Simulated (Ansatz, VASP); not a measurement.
# BaTiO3 in VASP and in Ansatz

File INCAR:

```
PREC = Accurate
ENCUT = 520
EDIFF = 1E-6
ISMEAR = 0
SIGMA = 0.05
LREAL = F
LASPH = T
NELM = 150
ALGO = Normal
ISIF = 2
LWAVE = F
LCHARG = T
LMAXMIX = 4
LDAU = T
LDAUTYPE = 2
LDAUL = -1 2 -1
LDAUU = 0 4 0
LDAUJ = 0 0 0
LDAUPRINT = 1
GGA = PE
LELF = T
LVHAR = T
NBANDS = 28
```

KPOINTS

```
Automatic mesh
0
Gamma
  6 6 6
```

POSCAR

```
BaTiO3
1.0
    2.8603720851      1.6514365933      2.4164351857
   -2.8603720851      1.6514365933      2.4164351857
    0.0000000000     -3.3028731867      2.4164351856
Ba Ti O
1 1 3
Direct
    0.0026800181      0.0026800181      0.0026800181
    0.5127992509      0.5127992509      0.5127992509
    0.4903227049      0.4903227049      0.9825753212
    0.4903227049      0.9825753212      0.4903227049
    0.9825753212      0.4903227049      0.4903227049
```

Input for Ansatz:

```yaml
crystal:
  lattice:
    - [2.8603720851, 1.6514365933, 2.4164351857]
    - [-2.8603720851, 1.6514365933, 2.4164351857]
    - [0.0, -3.3028731867, 2.4164351856]
  atoms:
    - { symbol: Ba, position: [0.0026800181, 0.0026800181, 0.0026800181] }
    - { symbol: Ti, position: [0.5127992509, 0.5127992509, 0.5127992509] }
    - { symbol: O, position: [0.4903227049, 0.4903227049, 0.9825753212] }
    - { symbol: O, position: [0.4903227049, 0.9825753212, 0.4903227049] }
    - { symbol: O, position: [0.9825753212, 0.4903227049, 0.4903227049] }
basis:
  ecutwfc: 420
kpoints:
  mp_grid: { grid: [6, 6, 6] }
hamiltonian:
  xc: pbe
  hubbard: { sites: [{ species: Ti, l: d, u_eff: 4.0 }] }
scf:
  occupations: { method: gaussian, width: 0.05 }
output:
  forces: true
  stress: true
  eigenvalues: true
  write_density: true
  write_potential: true
  elf: true
  volumetric_format: npy
```

Change from the starting cell: strain +0.000 along x and y, +0.030 along z, atoms carried along.

Alike in both runs: task single point; functional PBE; k mesh 6 × 6 × 6; occupations gaussian, width 0.05 eV; no spin polarisation; Hubbard terms Ti d U = 4.0 eV.

```csv
,VASP,Ansatz
version,VASP 6.6.1,Ansatz 0.2.0
potentials or method,"VASP PAW PBE potentials, release 64 (Ba_sv, Ti_sv, O), cutoff 520 eV","scalar-relativistic, plane waves, PAW"
valence electrons in the cell,40,40
```

Ansatz gave:

```
gap on the k mesh at the Fermi level (eV)                     : 2.54
least direct gap on the mesh (eV)                             : 2.90
pressure (GPa)                                                : -4.1
traceless stress, the component that is largest in VASP (GPa) : -3.88
rms of the force components (eV/Å)                            : 0.126
```

Problem. Estimate VASP's values.

Solution. gap on the k mesh at the Fermi level (eV): 2.52; least direct gap on the mesh (eV): 2.89; pressure (GPa): -1.0; traceless stress, the component that is largest in VASP (GPa): -4.26; rms of the force components (eV/Å): 0.101.

The programs project onto different local orbitals, so the same U acts differently, and such runs can settle in different states. Atom by atom the forces differ by 0.222 eV/Å (rms over components).

Neither program's run includes spin-orbit coupling.
